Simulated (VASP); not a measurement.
The system is ScPbS4.

```
Sc Pb S
1.0
     0.00000    4.02699    4.02699
     4.02699    0.00000    4.02699
     4.02699    4.02699    0.00000
Sc Pb S
1 1 4
Direct
  0.75000 0.75000 0.75000
  0.00000 0.00000 0.00000
  0.37500 0.37500 0.87500
  0.37500 0.87500 0.37500
  0.87500 0.37500 0.37500
  0.37500 0.37500 0.37500
```

The cell was built from a structure type or drawn by symmetry, and may not be a known phase.

```yaml
Program: VASP 6.6.1
Task: relaxation of cell and atoms
Functional: PBE
Potentials_or_basis: VASP PAW PBE potentials, release 64 (Sc_sv, Pb_d, S)
Cutoff: 600 eV
k_mesh: 4 × 4 × 4
Occupations: gaussian, width 0.1 eV
Spin: no spin polarisation
```

At the start: pressure -4.7 GPa; volume 21.77 Å³/atom.

Q: How do energy, volume and symmetry change on relaxing?

A: Over 5 steps the energy falls by 33.4 meV/atom and the volume is 19.82 Å³/atom (-8.9 %); space group F-43m (No. 216, to 0.1 Å) before and after.

The path:
| step | energy change (eV) | largest force (eV/Å) | pressure (GPa) | volume (Å³) |
| --- | --- | --- | --- | --- |
| 1 | 0.0000 | 0.2301 | -4.73 | 130.61 |
| 2 | -0.1936 | 0.1813 | 0.10 | 118.84 |
| 3 | -0.1936 | 0.1811 | 0.12 | 118.82 |
| 4 | -0.1986 | 0.0971 | 0.08 | 118.87 |
| 5 | -0.2006 | 0.0008 | 0.06 | 118.93 |

Final structure:
```yaml
crystal:
  lattice:
    - [0.00000, 3.90321, 3.90321]
    - [3.90321, 0.00000, 3.90321]
    - [3.90321, 3.90321, 0.00000]
  atoms:
    - { symbol: Sc, position: [0.75000, 0.75000, 0.75000] }
    - { symbol: Pb, position: [0.00000, 0.00000, 0.00000] }
    - { symbol: S, position: [0.37722, 0.37722, 0.86833] }
    - { symbol: S, position: [0.37722, 0.86833, 0.37722] }
    - { symbol: S, position: [0.86833, 0.37722, 0.37722] }
    - { symbol: S, position: [0.37722, 0.37722, 0.37722] }
```
